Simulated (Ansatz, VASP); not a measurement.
## CO2 in VASP and in Ansatz

INCAR

```
PREC     = Accurate       # precision mode
ENCUT    = 1340           # plane-wave cutoff, eV
EDIFF    = 1E-6           # SCF threshold, eV
ISMEAR   = 0              # smearing method
SIGMA    = 0.05           # smearing width, eV
LREAL    = False          # projectors in reciprocal space
LASPH    = True           # aspherical terms in the spheres
NELM     = 120            # most SCF steps
ALGO     = Normal         # electronic algorithm
ISIF     = 2              # what is computed and relaxed
LWAVE    = False          # write WAVECAR
LCHARG   = False          # write CHGCAR
GGA      = PE             # functional
NBANDS   = 44             # bands
GGA_COMPAT= False
```

The input KPOINTS:

```
regular mesh
0
Gamma
  4 4 4
```

File POSCAR:

```
CO2
1.0
    6.1842820733      0.0000000000      0.0000000000
    0.0000000000      6.1842820733      0.0000000000
    0.0000000000      0.0000000000      6.1842820733
C O
4 8
Direct
    0.0000000000      0.0000000000      0.0000000000
    0.5000000000      0.0000000000      0.5000000000
    0.5000000000      0.5000000000      0.0000000000
    0.0000000000      0.5000000000      0.5000000000
    0.1114834447      0.1114834447      0.1114834447
    0.3885165553      0.8885165553      0.6114834447
    0.6114834447      0.3885165553      0.8885165553
    0.8885165553      0.6114834447      0.3885165553
    0.8885165553      0.8885165553      0.8885165553
    0.6114834447      0.1114834447      0.3885165553
    0.3885165553      0.6114834447      0.1114834447
    0.1114834447      0.3885165553      0.6114834447
```

Input for Ansatz:

```yaml
crystal:
  lattice:
    - [6.1842820733, 0.0, 0.0]
    - [0.0, 6.1842820733, 0.0]
    - [0.0, 0.0, 6.1842820733]
  atoms:
    - { symbol: C, position: [0.0, 0.0, 0.0] }
    - { symbol: C, position: [0.5, 0.0, 0.5] }
    - { symbol: C, position: [0.5, 0.5, 0.0] }
    - { symbol: C, position: [0.0, 0.5, 0.5] }
    - { symbol: O, position: [0.1114834447, 0.1114834447, 0.1114834447] }
    - { symbol: O, position: [0.3885165553, 0.8885165553, 0.6114834447] }
    - { symbol: O, position: [0.6114834447, 0.3885165553, 0.8885165553] }
    - { symbol: O, position: [0.8885165553, 0.6114834447, 0.3885165553] }
    - { symbol: O, position: [0.8885165553, 0.8885165553, 0.8885165553] }
    - { symbol: O, position: [0.6114834447, 0.1114834447, 0.3885165553] }
    - { symbol: O, position: [0.3885165553, 0.6114834447, 0.1114834447] }
    - { symbol: O, position: [0.1114834447, 0.3885165553, 0.6114834447] }
basis:
  ecutwfc: 520.0
kpoints:
  mp_grid: { grid: [4, 4, 4] }
hamiltonian:
  xc: pbe
scf:
  occupations: { method: gaussian, width: 0.05 }
output:
  forces: true
  stress: true
  eigenvalues: true
```

Alike in both runs: task single point; functional PBE; k mesh 4 × 4 × 4; occupations gaussian, width 0.05 eV; no spin polarisation.

```csv
,VASP,Ansatz
version,VASP 6.6.1,Ansatz 0.2.0
potentials or method,"VASP PAW PBE potentials, release 64 (C_h, O_h), cutoff 1340 eV","scalar-relativistic, plane waves, PAW"
valence electrons in the cell,64,64
```

Ansatz gave:

- gap on the k mesh at the Fermi level (eV): 6.44
- least direct gap on the mesh (eV): 6.44
- pressure (GPa): -5.0
- rms of the force components (eV/Å): 1.074

Task: Estimate VASP's values.

Result: gap on the k mesh at the Fermi level (eV): 6.44; least direct gap on the mesh (eV): 6.44; pressure (GPa): -5.2; rms of the force components (eV/Å): 1.079.

Atom by atom the forces differ by 0.005 eV/Å (rms over components). With one functional, cell and mesh, what is left measures potentials, basis and numerics.
